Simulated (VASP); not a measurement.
# BN (zincblende type) in VASP: notebook

BN (zincblende type) is run at these levels: PBE, LDA, PBEsol, r2SCAN; tasks: electric field gradients.

Program: VASP 6.6.1. These are calculated values, not measurements. Logs are shortened: lines on timing, memory, paths and dates and some standing lists are left out, and cuts for length are marked.

## (1) The cell of the first run

Symmetry: R3m, No. 160, trigonal system. Conventional cell: a = 2.576 Å, b = 2.576 Å, c = 6.215 Å, α = 90.00°, β = 90.00°, γ = 120.00°. B (site symmetry 3m) has 4 N at 1.55 to 1.57 Å within 2.1 Å. Within 2.1 Å of N (site symmetry 3m) lie 4 B at 1.55 to 1.57 Å.

## (2) Electric field gradients, PBE (equal xy, yz and zx shear strains of -1 %)

Input file INCAR:

```
PREC = Accurate
ENCUT = 520
EDIFF = 1E-8
ISMEAR = -1
SIGMA = 0.03
LREAL = False
LASPH = True
NELM = 120
ALGO = Normal
ISIF = 2
LWAVE = False
LCHARG = False
GGA = PE
LEFG = True
NBANDS = 11
GGA_COMPAT = False
```

Input file KPOINTS:

```
regular mesh
0
Gamma
  16 16 16
```

Input file POSCAR:

```
BN
1.0
   -0.0181235317      1.8032914061      1.8032914061
    1.8032914061     -0.0181235317      1.8032914061
    1.8032914061      1.8032914061     -0.0181235317
B N
1 1
Direct
    0.0000000000      0.0000000000      0.0000000000
    0.2500000000      0.2500000000      0.2500000000
```

Potentials or basis: VASP PAW PBE potentials, release 64 (B, N).

Command:

```bash
$ cat potpaw_PBE.64/B/POTCAR potpaw_PBE.64/N/POTCAR > POTCAR
$ mpirun -np 1 vasp_std > vasp.out
```

OUTCAR:

```text
PREC = Accurate
   ENCUT = 520
   EDIFF = 1E-8
   ISMEAR = -1
   LREAL = False
   LASPH = True
   NELM = 120
   ISIF = 2
   GGA = PE

 ion  position               nearest neighbor table
   1  0.000  0.000  0.000-   2 1.55   2 1.57   2 1.57   2 1.57
   2  0.250  0.250  0.250-   1 1.55   1 1.57   1 1.57   1 1.57

  LATTYP: Found a trigonal (rhomboedric) cell.
 ALAT       =     2.5503035610
 COS(alpha) =     0.4899250057

  Lattice vectors:

 A1 = (  -0.0181235317,   1.8032914061,   1.8032914061)
 A2 = (   1.8032914061,  -0.0181235317,   1.8032914061)
 A3 = (   1.8032914061,   1.8032914061,  -0.0181235317)

Analysis of symmetry for initial positions (statically):
=====================================================================
 Subroutine PRICEL returns:
 Original cell was already a primitive cell.

 Routine SETGRP: Setting up the symmetry group for a
 trigonal (rhombohedral) supercell.

 Subroutine GETGRP returns: Found  6 space group operations
 (whereof  6 operations were pure point group operations)
 out of a pool of 12 trial point group operations.

The static configuration has the point symmetry C_3v.

Analysis of symmetry for dynamics (positions and initial velocities):
=====================================================================
 Subroutine PRICEL returns:
 Original cell was already a primitive cell.

 Routine SETGRP: Setting up the symmetry group for a
 trigonal (rhombohedral) supercell.

 Subroutine GETGRP returns: Found  6 space group operations
 (whereof  6 operations were pure point group operations)
 out of a pool of 12 trial point group operations.

The dynamic configuration has the point symmetry C_3v.

 Subroutine INISYM returns: Found  6 space group operations
 (whereof  6 operations are pure point group operations),
 and found     1 'primitive' translations

----------------------------------------------------------------------------------------

                                     Primitive cell

  volume of cell :      11.9049

  direct lattice vectors                    reciprocal lattice vectors
    -0.018123532  1.803291406  1.803291406    -0.273125435  0.275898282  0.275898282
     1.803291406 -0.018123532  1.803291406     0.275898282 -0.273125435  0.275898282
     1.803291406  1.803291406 -0.018123532     0.275898282  0.275898282 -0.273125435

  length of vectors
     2.550303561  2.550303561  2.550303561     0.476274320  0.476274320  0.476274320

  position of ions in fractional coordinates (direct lattice)
     0.000000000  0.000000000  0.000000000
     0.250000000  0.250000000  0.250000000

  ion indices of the primitive-cell ions
   primitive index   ion index
                 1           1
                 2           2

----------------------------------------------------------------------------------------

 KPOINTS: regular mesh

Automatic generation of k-mesh.
 Grid dimensions read from file:
 generate k-points for:   16   16   16

 Generating k-lattice:

  Cartesian coordinates                     Fractional coordinates (reciprocal lattice)
    -0.017070340  0.017243643  0.017243643     0.062500000  0.000000000  0.000000000
     0.017243643 -0.017070340  0.017243643     0.000000000  0.062500000  0.000000000
     0.017243643  0.017243643 -0.017070340     0.000000000  0.000000000  0.062500000

  Length of vectors
     0.029767145  0.029767145  0.029767145

  Shift w.r.t. Gamma in fractional coordinates (k-lattice)
     0.000000000  0.000000000  0.000000000

 Subroutine IBZKPT returns following result:
 ===========================================

 Found    417 irreducible k-points:

 Following reciprocal coordinates:
            Coordinates               Weight
  0.000000  0.000000  0.000000      1.000000
  0.062500  0.000000 -0.000000      6.000000
  0.125000  0.000000 -0.000000      6.000000
  0.187500  0.000000 -0.000000      6.000000
  0.250000  0.000000 -0.000000      6.000000
  0.312500 -0.000000 -0.000000      6.000000
[... 16 lines left out ...]
 -0.125000  0.062500  0.000000     12.000000
 -0.062500  0.062500  0.000000      6.000000
 [... further k-points ...]
   k-points           NKPTS =    417   k-points in BZ     NKDIM =    417   number of bands    NBANDS=     11
   number of dos      NEDOS =    301   number of ions     NIONS =      2
   total plane-waves  NPLWV =   8000
   dimension x,y,z NGX =    20 NGY =   20 NGZ =   20
   dimension x,y,z NGXF=    40 NGYF=   40 NGZF=   40
   ions per type =               1   1
   NGX,Y,Z   is equivalent  to a cutoff of  13.04, 13.04, 13.04 a.u.
   NGXF,Y,Z  is equivalent  to a cutoff of  26.07, 26.07, 26.07 a.u.
 SYSTEM =  unknown system
   PREC   = accura    normal or accurate (medium, high low for compatibility)
   ISTART =      0    job   : 0-new  1-cont  2-samecut
   ICHARG =      2    charge: 1-file 2-atom 10-const
   ISPIN  =      1    spin polarized calculation?
   LNONCOLLINEAR =      F non collinear calculations
   LSORBIT =      F    spin-orbit coupling
   LASPH  =      T    aspherical Exc in radial PAW
   ENCUT  =  520.0 eV  38.22 Ry    6.18 a.u.   4.74  4.74  4.74*2*pi/ulx,y,z
   NELM   =    120;   NELMIN=  2; NELMDL= -5     # of ELM steps
   EDIFF  = 0.1E-07   stopping-criterion for ELM
   LREAL  =      F    real-space projection
   EDIFFG = 0.1E-06   stopping-criterion for IOM
   NSW    =      0    number of steps for IOM
   IBRION =     -1    ionic relax: 0-MD 1-quasi-New 2-CG
   NFREE  =      0    steps in history (QN), initial steepest desc. (CG)
   ISIF   =      2    stress and relaxation
   ISYM   =      2    0-nonsym 1-usesym 2-fastsym
   POTIM  = 0.5000    time-step for ionic-motion
   TEBEG  =    0.0;   TEEND  =   0.0 temperature during run
   PSTRESS=    0.0 pullay stress
   NELECT =       8.0000    total number of electrons
   NUPDOWN=      -1.0000    fix difference up-down
   EMIN   =  10.00;   EMAX   =-10.00  energy-range for DOS
   EFERMI =   0.00;   METHOD = LEGACY
   ISMEAR =    -1;   SIGMA  =   0.03  broadening in eV -4-tet -1-fermi 0-gaus
   EFERMI_NEDOS =   21; number of points for ismear=-14 and -15
   IALGO  =     38    algorithm
   IMIX   =      4    mixing-type and parameters
     AMIX     =   0.40;   BMIX     =  1.00
     AMIX_MAG =   1.60;   BMIX_MAG =  1.00
  volume/ion in A,a.u.               =       5.95        40.17
  Fermi-wavevector in a.u.,A,eV,Ry     =   1.433935  2.709745 27.975897  2.056170
  Thomas-Fermi vector in A             =   2.553399
   LORBIT       =      0    0 simple, 1 ext, 2 COOP (PROOUT), +10 PAW based schemes
   GGA     = PE    functional components
   LHFCALC =     F    Hartree Fock is set to
   AEXX    =    0.0000 exact exchange contribution
   IVDW    =     0    specifies the selected vdW correction
   LEPSILON=     F    determine dielectric tensor
   LRPA    =     F    only Hartree local field effects (RPA)
 non-spin polarized calculation
  energy-cutoff  :      520.00
  volume of cell :       11.90
 maximum number of plane-waves:       332
   NGX =  9   NGY =  9   NGZ =  9

 number of electron       7.9999999 magnetization

 Free energy of the ion-electron system (eV)
  ---------------------------------------------------
  ext. energy  EPLUGINS =         0.00000000
  ---------------------------------------------------
  free energy    TOTEN  =       -17.44598141 eV

  energy without entropy =      -17.44598141  energy(sigma->0) =      -17.44598141

 E-fermi :   7.8933     XC(G=0): -12.7826

 val. band max:        7.3382555677   @ k =   0.0000   0.0000   0.0000
 cond. band min:      11.7501019324   @ k =   0.5000   0.5000  -0.0000
 fundamental gap:      4.4118463647
 Fermi energy:         7.8933415421

 k-point     1 :       0.0000    0.0000    0.0000
  band No.  band energies     occupation
      1     -12.8360      2.00000
      2       7.2876      2.00000
      3       7.2876      2.00000
      4       7.3383      2.00000
      5      15.9544      0.00000
      6      15.9544      0.00000
      7      16.2596      0.00000
      8      17.6259      0.00000
      9      31.9076      0.00000
     10      34.9802      0.00000
     11      34.9802      0.00000
[... 309 lines left out ...]
 k-point    24 :      -0.0625    0.0625    0.0000
  band No.  band energies     occupation
      1     -12.5872      2.00000
      2       6.1625      2.00000
      3       6.6664      2.00000
      4       7.2247      2.00000
      5      16.1865      0.00000
      6      16.3645      0.00000
      7      16.8979      0.00000
      8      18.2786      0.00000
      9      31.2868      0.00000
     10      31.6999      0.00000
     11      33.4891      0.00000

 [... further k-points ...]

------------------------ aborting loop because EDIFF is reached ----------------------------------------

  FORCE on cell =-STRESS in cart. coord.  units (eV):
  Direction    XX          YY          ZZ          XY          YZ          ZX
  --------------------------------------------------------------------------------------
  -------------------------------------------------------------------------------------
  Total        0.0275700      0.0275700      0.0275700      0.3347364      0.3347364      0.3347364
  in kB        3.7104051      3.7104051      3.7104051     45.0492640     45.0492640     45.0492640
  external PRESSURE =       3.7104051 kB  Pullay stress =       0.0000000 kB

 VOLUME and BASIS-vectors are now :
 -----------------------------------------------------------------------------
  energy-cutoff  :      520.00
  volume of cell :       11.90
      direct lattice vectors                 reciprocal lattice vectors
    -0.018123532  1.803291406  1.803291406    -0.273125435  0.275898282  0.275898282
     1.803291406 -0.018123532  1.803291406     0.275898282 -0.273125435  0.275898282
     1.803291406  1.803291406 -0.018123532     0.275898282  0.275898282 -0.273125435

 POSITION                                       TOTAL-FORCE (eV/Angst)
 -----------------------------------------------------------------------------------
      0.00000      0.00000      0.00000        -0.021641     -0.021641     -0.021641
      0.89711      0.89711      0.89711         0.021641      0.021641      0.021641
 -----------------------------------------------------------------------------------
    total drift:                               -0.000015     -0.000015     -0.000015

  FREE ENERGIE OF THE ION-ELECTRON SYSTEM (eV)
  ---------------------------------------------------
  free  energy   TOTEN  =       -17.4459814062 eV

  energy  without entropy=      -17.4459814062  energy(sigma->0) =      -17.44598141

 Electric field gradients (V/A^2)
---------------------------------------------------------------------
 ion       V_xx      V_yy      V_zz      V_xy      V_xz      V_yz
---------------------------------------------------------------------
   1      -0.000    -0.000    -0.000    -0.640    -0.640    -0.640
   2      -0.000     0.000    -0.000    -1.635    -1.635    -1.635
---------------------------------------------------------------------

 Electric field gradients after diagonalization (V/A^2)
 (convention: |V_zz| > |V_xx| > |V_yy|)
----------------------------------------------------------------------
 ion       V_xx      V_yy      V_zz     asymmetry (V_yy - V_xx)/ V_zz
----------------------------------------------------------------------
   1       0.640     0.640    -1.281       0.000
   2       1.635     1.635    -3.270       0.000
----------------------------------------------------------------------

           NMR quadrupolar parameters

 Cq : quadrupolar parameter    Cq=e*Q*V_zz/h
 eta: asymmetry parameters     (V_yy - V_xx)/ V_zz
 Q  : nuclear electric quadrupole moment in mb (millibarn)
----------------------------------------------------------------------
 ion       Cq(MHz)       eta       Q (mb)
----------------------------------------------------------------------
   1      -0.003       0.000       1.000
   2      -0.008       0.000       1.000
----------------------------------------------------------------------
```

It took 83 s on 1 thread of Intel Xeon 8259CL, shared host; peak memory 0.16 GiB.

What came out:

* Free energy: -17.4460 eV
* Pressure: 0.4 GPa
* Largest force: 0.037 eV/Å
* Band gap on the k mesh: 4.41 eV, indirect (least direct gap 8.62 eV)

Forces on the atoms (eV/Å):
```
B   -0.022 -0.022 -0.022
N    0.022  0.022  0.022
```

Levels at points of the mesh, in eV from the valence-band top:
```
           k point  band 1  band 2  band 3  band 4  band 5  band 6  band 7  band 8  band 9
(0.00, 0.00, 0.00)  -20.17   -0.05   -0.05    0.00    8.62    8.62    8.92   10.29   24.57
(0.50, 0.00, 0.00)  -16.04  -10.66   -1.93   -1.91   10.05   10.52   10.86   15.13   23.32
(0.50, 0.50, 0.00)  -14.64   -8.90   -4.99   -4.80    4.41    9.16   17.75   17.75   20.64
(0.50, 0.50, 0.50)  -15.87  -10.61   -2.07   -2.07    9.74   10.52   10.52   15.18   23.24
```

Electric field gradients, principal values (V/Å²):
| atom | least | middle | greatest (by size) |
| --- | --- | --- | --- |
| 1 B | 0.640 | 0.640 | -1.281 |
| 2 N | 1.635 | 1.635 | -3.270 |

Caveat: the cell differs from its parent crystal (equal xy, yz and zx shear strains of -1 %); without QUAD_EFG the Cq values of the log hold for a quadrupole moment of 1 mb, not for the nuclei. A k mesh can miss the band edges.

(Continued in part 2 of 3.)
